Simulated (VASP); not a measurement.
Write the native input for VASP 6.6.1 that does the following.

```yaml
Task: relaxation of the atoms
Functional: PBE
Potentials_or_basis: VASP PAW PBE potentials, release 64 (Si, C)
Cutoff: 520 eV
k_mesh: 9 × 9 × 9
Occupations: gaussian, width 0.02 eV
Spin: no spin polarisation
Dipole_correction: no
Further_INCAR_settings: ALGO = Normal; EDIFF = 1e-07; IBRION = 2; EDIFFG = -0.002; NSW = 60
```

The structure of SiC (pbe) lies in POSCAR:

```
SiC
1.0
    0.0264439039      2.1834680565      2.1834680565
    2.1834680565      0.0264439039      2.1834680565
    2.1834680565      2.1834680565      0.0264439039
Si C
1 1
Direct
    0.0006169995      0.0006169995      0.0006169995
    0.2493830005      0.2493830005      0.2493830005
```

This cell differs from its parent crystal: strained cell.

These files were run (other wordings do the same):

INCAR

```
SYSTEM = SiC
  PREC = Accurate
  ENCUT = 520
  EDIFF = 1E-7
  ISMEAR = 0
  SIGMA = 0.02
  LREAL = .FALSE.
  LASPH = .TRUE.
  NELM = 120
  ALGO = Normal
  ISIF = 2
  LWAVE = .FALSE.
  LCHARG = .FALSE.
  GGA = PE
  IBRION = 2
  NSW = 60
  EDIFFG = -0.002
  GGA_COMPAT = .FALSE.
  NELMIN = 4
```

KPOINTS

```
regular mesh
0
G
  9 9 9
  0 0 0
```

Potentials or basis: VASP PAW PBE potentials, release 64 (Si, C).

The run is started by

```sh
$ cat potpaw_PBE.64/Si/POTCAR potpaw_PBE.64/C/POTCAR > POTCAR
$ mpirun -np 1 vasp_std > vasp.out
```

Results of the run:

```yaml
Energy_gained_by_relaxing: 0.0 meV/atom
Ionic_steps: 3
Pressure_after_relaxing: 6.1 GPa
Band_gap_on_the_k_mesh: 1.42 eV, indirect (least direct gap 4.52 eV)
```

Caveat: the cell differs from its parent crystal (strained cell).

Wall time 14 s on 1 thread of Intel(R) Xeon(R) Platinum 8488C (Sapphire Rapids), with other jobs on the host, peak memory 0.13 GiB.
